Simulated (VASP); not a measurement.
Input of a VASP 6.6.1 run:

Contents of INCAR:

```
PREC = Accurate
ENCUT = 520
EDIFF = 1E-6
ISMEAR = -1
SIGMA = 0.08
LREAL = False
LASPH = True
NELM = 60
ALGO = Normal
ISIF = 2
LWAVE = False
LCHARG = False
GGA = PS
NBANDS = 12
```

The input KPOINTS:

```
Automatic mesh
0
Gamma
  17 17 17
```

Contents of POSCAR:

```
Ti
1.0
   -1.6033504153      1.6033504153      1.6033504153
    1.6033504153     -1.6033504153      1.6033504153
    1.6033504153      1.6033504153     -1.6033504153
Ti
1
Direct
    0.0000000000      0.0000000000      0.0000000000
```

Potentials or basis: VASP PAW PBE potentials, release 64 (Ti_sv).

Command:

```console
$ cat potpaw_PBE.64/Ti_sv/POTCAR > POTCAR
$ mpirun -np 1 vasp_std > vasp.out
```

(1) What does it give for the pressure?

(2) Estimate the band gap on the k mesh.

## Answers

(1) 0.3 GPa.

(2) zero (band 6 reaches 9.54 eV, above the bottom of band 7 at 7.84 eV).

Caveat: the PAW data sets were made with another functional, which shifts forces and pressure a little.
